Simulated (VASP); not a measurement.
# W (Im-3m) in VASP: a series of runs

Runs on W. Level: r2SCAN. Tasks: single point.

All numbers are computed with VASP 6.6.1; they aren't measurements. Logs are shortened: lines on timing, memory, paths and dates and some standing lists are left out, and cuts for length are marked.

### Step 1. The cell of the first run

Symmetry: Im-3m, No. 229, cubic system. The conventional cell has a = 3.165 Å, b = 3.165 Å, c = 3.165 Å, α = 90.00°, β = 90.00°, γ = 90.00°. W (site symmetry m-3m) has 14 W at 2.74 to 3.16 Å within 3.6 Å.

### Step 2. Single point, r2SCAN

Input file POSCAR:

```
W
1.0
    2.7407020000      0.0000000000      0.0000000000
   -0.9135673047      2.5839586360      0.0000000000
   -0.9135673047     -1.2919792573      2.2377738561
W
1
Direct
    0.0000000000      0.0000000000      0.0000000000
```

Input file INCAR.step1:

```
PREC = Accurate
ENCUT = 520
ISMEAR = -1
SIGMA = 0.1
LREAL = False
LASPH = True
NELM = 60
NBANDS = 13
GGA = PE
ALGO = Normal
EDIFF = 1E-4
LWAVE = True
LCHARG = False
```

Input file INCAR.step2:

```
PREC = Accurate
ENCUT = 520
EDIFF = 1E-6
ISMEAR = -1
SIGMA = 0.1
LREAL = False
LASPH = True
NELM = 60
ALGO = Normal
ISIF = 2
LWAVE = False
LCHARG = False
METAGGA = R2SCAN
LMIXTAU = True
NBANDS = 13
ISTART = 1
```

Input file KPOINTS:

```
regular mesh
0
Gamma
  6 6 6
```

Potentials or basis: VASP PAW PBE potentials, release 64 (W_sv).

On the command line:

```
> cat potpaw_PBE.64/W_sv/POTCAR > POTCAR
> cp INCAR.step1 INCAR
> mpirun -np 1 vasp_std > vasp.out
> cp INCAR.step2 INCAR
> mpirun -np 1 vasp_std > vasp.out
```

OUTCAR:

```text
PREC = Accurate
   ENCUT = 520
   EDIFF = 1E-6
   ISMEAR = -1
   LREAL = False
   LASPH = True
   NELM = 60
   ISIF = 2
   METAGGA = R2SCAN
   ISTART = 1

 ion  position               nearest neighbor table
   1  0.000  0.000  0.000-

  LATTYP: Found a body centered cubic cell.
 ALAT       =     3.1646900749

  Lattice vectors:

 A1 = (   2.7407020000,   0.0000000000,   0.0000000000)
 A2 = (  -0.9135673047,   2.5839586360,   0.0000000000)
 A3 = (  -0.9135673047,  -1.2919792573,   2.2377738561)

Analysis of symmetry for initial positions (statically):
=====================================================================
 Subroutine PRICEL returns:
 Original cell was already a primitive cell.

 Routine SETGRP: Setting up the symmetry group for a
 body centered cubic supercell.

 Subroutine GETGRP returns: Found 48 space group operations
 (whereof 48 operations were pure point group operations)
 out of a pool of 48 trial point group operations.

The static configuration has the point symmetry O_h .

Analysis of symmetry for dynamics (positions and initial velocities):
=====================================================================
 Subroutine PRICEL returns:
 Original cell was already a primitive cell.

 Routine SETGRP: Setting up the symmetry group for a
 body centered cubic supercell.

 Subroutine GETGRP returns: Found 48 space group operations
 (whereof 48 operations were pure point group operations)
 out of a pool of 48 trial point group operations.

The dynamic configuration has the point symmetry O_h .

 Subroutine INISYM returns: Found 48 space group operations
 (whereof 48 operations are pure point group operations),
 and found     1 'primitive' translations

----------------------------------------------------------------------------------------

                                     Primitive cell

  volume of cell :      15.8476

  direct lattice vectors                    reciprocal lattice vectors
     2.740702000  0.000000000  0.000000000     0.364870022  0.129001029  0.223436329
    -0.913567305  2.583958636  0.000000000     0.000000000  0.387003099  0.223436329
    -0.913567305 -1.291979257  2.237773856     0.000000000  0.000000000  0.446872680

  length of vectors
     2.740702000  2.740702000  2.740702000     0.446872680  0.446872680  0.446872680

  position of ions in fractional coordinates (direct lattice)
     0.000000000  0.000000000  0.000000000

  ion indices of the primitive-cell ions
   primitive index   ion index
                 1           1

----------------------------------------------------------------------------------------

 KPOINTS: regular mesh

Automatic generation of k-mesh.
 Grid dimensions read from file:
 generate k-points for:    6    6    6

 Generating k-lattice:

  Cartesian coordinates                     Fractional coordinates (reciprocal lattice)
     0.060811670  0.021500171  0.037239388     0.166666667  0.000000000 -0.000000000
     0.000000000  0.064500517  0.037239388     0.000000000  0.166666667  0.000000000
     0.000000000  0.000000000  0.074478780     0.000000000  0.000000000  0.166666667

  Length of vectors
     0.074478780  0.074478780  0.074478780

  Shift w.r.t. Gamma in fractional coordinates (k-lattice)
     0.000000000  0.000000000  0.000000000

 Subroutine IBZKPT returns following result:
 ===========================================

 Found     16 irreducible k-points:

 Following reciprocal coordinates:
            Coordinates               Weight
  0.000000  0.000000  0.000000      1.000000
  0.166667 -0.000000 -0.000000     12.000000
  0.333333  0.000000  0.000000     12.000000
  0.500000 -0.000000  0.000000      6.000000
  0.166667  0.166667  0.000000     24.000000
  0.333333  0.166667  0.000000     48.000000
[... 8 lines left out ...]
  0.500000  0.500000  0.333333     12.000000
  0.500000  0.500000  0.500000      1.000000
   k-points           NKPTS =     16   k-points in BZ     NKDIM =     16   number of bands    NBANDS=     13
   number of dos      NEDOS =    301   number of ions     NIONS =      1
   total plane-waves  NPLWV =   8000
   dimension x,y,z NGX =    20 NGY =   20 NGZ =   20
   dimension x,y,z NGXF=    40 NGYF=   40 NGZF=   40
   ions per type =               1
   NGX,Y,Z   is equivalent  to a cutoff of  12.13, 12.13, 12.13 a.u.
   NGXF,Y,Z  is equivalent  to a cutoff of  24.26, 24.26, 24.26 a.u.
 SYSTEM =  unknown system
   PREC   = accura    normal or accurate (medium, high low for compatibility)
   ISTART =      1    job   : 0-new  1-cont  2-samecut
   ICHARG =      0    charge: 1-file 2-atom 10-const
   ISPIN  =      1    spin polarized calculation?
   LNONCOLLINEAR =      F non collinear calculations
   LSORBIT =      F    spin-orbit coupling
   LASPH  =      T    aspherical Exc in radial PAW
   ENCUT  =  520.0 eV  38.22 Ry    6.18 a.u.   5.10  5.10  5.10*2*pi/ulx,y,z
   NELM   =     60;   NELMIN=  2; NELMDL=  0     # of ELM steps
   EDIFF  = 0.1E-05   stopping-criterion for ELM
   LREAL  =      F    real-space projection
   EDIFFG = 0.1E-04   stopping-criterion for IOM
   NSW    =      0    number of steps for IOM
   IBRION =     -1    ionic relax: 0-MD 1-quasi-New 2-CG
   NFREE  =      0    steps in history (QN), initial steepest desc. (CG)
   ISIF   =      2    stress and relaxation
   ISYM   =      2    0-nonsym 1-usesym 2-fastsym
   POTIM  = 0.5000    time-step for ionic-motion
   TEBEG  =    0.0;   TEEND  =   0.0 temperature during run
   PSTRESS=    0.0 pullay stress
   NELECT =      14.0000    total number of electrons
   NUPDOWN=      -1.0000    fix difference up-down
   EMIN   =  10.00;   EMAX   =-10.00  energy-range for DOS
   EFERMI =   0.00;   METHOD = LEGACY
   ISMEAR =    -1;   SIGMA  =   0.10  broadening in eV -4-tet -1-fermi 0-gaus
   EFERMI_NEDOS =   21; number of points for ismear=-14 and -15
   IALGO  =     38    algorithm
   IMIX   =      4    mixing-type and parameters
     AMIX     =   0.40;   BMIX     =  1.00
     AMIX_MAG =   1.60;   BMIX_MAG =  1.00
  volume/ion in A,a.u.               =      15.85       106.94
  Fermi-wavevector in a.u.,A,eV,Ry     =   1.570832  2.968441 33.572541  2.467512
  Thomas-Fermi vector in A             =   2.672506
   LORBIT       =      0    0 simple, 1 ext, 2 COOP (PROOUT), +10 PAW based schemes
   METAGGA = R2SCAN    functional components
   LHFCALC =     F    Hartree Fock is set to
   AEXX    =    0.0000 exact exchange contribution
   IVDW    =     0    specifies the selected vdW correction
   LEPSILON=     F    determine dielectric tensor
   LRPA    =     F    only Hartree local field effects (RPA)
 non-spin polarized calculation
  energy-cutoff  :      520.00
  volume of cell :       15.85
 maximum number of plane-waves:       438
   NGX = 11   NGY = 11   NGZ = 11

 number of electron      14.0000004 magnetization

 Free energy of the ion-electron system (eV)
  ---------------------------------------------------
  ext. energy  EPLUGINS =         0.00000000
  ---------------------------------------------------
  free energy    TOTEN  =       -51.39926255 eV

  energy without entropy =      -51.38119748  energy(sigma->0) =      -51.39023001

 E-fermi :  11.4877     XC(G=0): -14.9523

 val. band max:       11.3537718481   @ k =   0.1667  -0.0000  -0.0000
 cond. band min:      11.7165381942   @ k =  -0.3333   0.3333   0.1667
 fundamental gap:      0.3627663461
 Fermi energy:        11.4876889836

 k-point     1 :       0.0000    0.0000    0.0000
  band No.  band energies     occupation
      1     -64.7680      2.00000
      2     -27.6341      2.00000
      3     -27.6341      2.00000
      4     -27.6341      2.00000
      5       1.1630      2.00000
      6      10.0301      2.00000
      7      10.0301      2.00000
      8      10.0301      2.00000
      9      13.8717      0.00000
     10      13.8717      0.00000
     11      26.5559      0.00000
     12      26.5559      0.00000
     13      26.5559      0.00000

 k-point     2 :       0.1667   -0.0000   -0.0000
  band No.  band energies     occupation
      1     -64.7303      2.00000
      2     -28.0007      2.00000
      3     -27.7485      2.00000
      4     -27.6360      2.00000
      5       2.4654      2.00000
      6       9.2834      2.00000
      7       9.7025      2.00000
      8      11.3538      1.58471
      9      13.1096      0.00000
     10      13.9103      0.00000
     11      27.3152      0.00000
     12      28.8215      0.00000
     13      28.9253      0.00000

 k-point     3 :       0.3333    0.0000    0.0000
  band No.  band energies     occupation
      1     -64.6543      2.00000
      2     -28.6881      2.00000
      3     -27.9708      2.00000
      4     -27.6401      2.00000
      5       4.5622      2.00000
      6       8.0709      2.00000
      7       9.7120      2.00000
      8      13.5230      0.00000
      9      14.3224      0.00000
     10      14.8428      0.00000
     11      25.2431      0.00000
     12      26.2139      0.00000
     13      33.4352      0.00000

 k-point     4 :       0.5000   -0.0000    0.0000
  band No.  band energies     occupation
      1     -64.6160      2.00000
      2     -29.0122      2.00000
      3     -28.0789      2.00000
      4     -27.6423      2.00000
      5       4.7357      2.00000
      6       7.5579      2.00000
      7      11.8280      0.06440
      8      13.7147      0.00000
      9      14.7690      0.00000
     10      17.6691      0.00000
     11      22.9822      0.00000
     12      23.3685      0.00000
     13      28.9834      0.00000

 k-point     5 :       0.1667    0.1667    0.0000
  band No.  band energies     occupation
      1     -64.6733      2.00000
      2     -28.4674      2.00000
      3     -27.8976      2.00000
      4     -27.7179      2.00000
      5       4.4776      2.00000
      6       8.5724      2.00000
      7       8.7306      2.00000
      8      12.7116      0.00001
      9      14.1119      0.00000
     10      14.5638      0.00000
     11      26.8893      0.00000
     12      28.4646      0.00000
     13      30.7103      0.00000
[... 129 lines left out ...]
 k-point    14 :      -0.3333    0.3333    0.3333
  band No.  band energies     occupation
      1     -64.5628      2.00000
      2     -28.5481      2.00000
      3     -28.3489      2.00000
      4     -28.3489      2.00000
      5       6.6023      2.00000
      6       6.7401      2.00000
      7      12.2271      0.00123
      8      12.2271      0.00123
      9      14.4547      0.00000
     10      15.6075      0.00000
     11      27.2588      0.00000
     12      27.2588      0.00000
     13      28.4438      0.00000

 k-point    15 :       0.5000    0.5000    0.3333
  band No.  band energies     occupation
      1     -64.5321      2.00000
      2     -28.7015      2.00000
      3     -28.4696      2.00000
      4     -28.3676      2.00000
      5       5.9783      2.00000
      6       6.2912      2.00000
      7      12.6810      0.00001
      8      12.8952      0.00000
      9      16.8999      0.00000
     10      19.5559      0.00000
     11      21.4216      0.00000
     12      23.7121      0.00000
     13      31.8152      0.00000

 k-point    16 :       0.5000    0.5000    0.5000
  band No.  band energies     occupation
      1     -64.5039      2.00000
      2     -28.5943      2.00000
      3     -28.5943      2.00000
      4     -28.5943      2.00000
      5       5.2749      2.00000
      6       5.2749      2.00000
      7      16.6641      0.00000
      8      16.6641      0.00000
      9      16.6641      0.00000
     10      19.8516      0.00000
     11      19.8516      0.00000
     12      19.8516      0.00000
     13      28.6973      0.00000

------------------------ aborting loop because EDIFF is reached ----------------------------------------

  FORCE on cell =-STRESS in cart. coord.  units (eV):
  Direction    XX          YY          ZZ          XY          YZ          ZX
  --------------------------------------------------------------------------------------
  -------------------------------------------------------------------------------------
  Total        0.0304707      0.0304707      0.0304707      0.0000000      0.0000000      0.0000000
  in kB        3.0805539      3.0805540      3.0805540      0.0000000      0.0000001      0.0000001
  external PRESSURE =       3.0805540 kB  Pullay stress =       0.0000000 kB

 VOLUME and BASIS-vectors are now :
 -----------------------------------------------------------------------------
  energy-cutoff  :      520.00
  volume of cell :       15.85
      direct lattice vectors                 reciprocal lattice vectors
     2.740702000  0.000000000  0.000000000     0.364870022  0.129001029  0.223436329
    -0.913567305  2.583958636  0.000000000     0.000000000  0.387003099  0.223436329
    -0.913567305 -1.291979257  2.237773856     0.000000000  0.000000000  0.446872680

 POSITION                                       TOTAL-FORCE (eV/Angst)
 -----------------------------------------------------------------------------------
      0.00000      0.00000      0.00000        -0.000000     -0.000000      0.000000
 -----------------------------------------------------------------------------------
    total drift:                               -0.000000      0.000000      0.000000

  FREE ENERGIE OF THE ION-ELECTRON SYSTEM (eV)
  ---------------------------------------------------
  free  energy   TOTEN  =       -51.3992625494 eV

  energy  without entropy=      -51.3811974801  energy(sigma->0) =      -51.39023001
```

It took 9.3 s on 1 thread of Intel Xeon Platinum 8488C (Sapphire Rapids), shared host; peak memory 0.12 GiB.

Results:

```
Free energy            : -51.3993 eV
Pressure               : 0.3 GPa
Band gap on the k mesh : zero (band 7 reaches 16.66 eV, above the bottom of band 8 at 10.03 eV)
```

Caveat: the k points lie up to 0.47 Å⁻¹ apart; the PAW data sets were made with another functional, which shifts forces and pressure a little; spin-orbit coupling is left out, which moves the levels of the heavy elements.

(Part 1 of 2 ends here.)
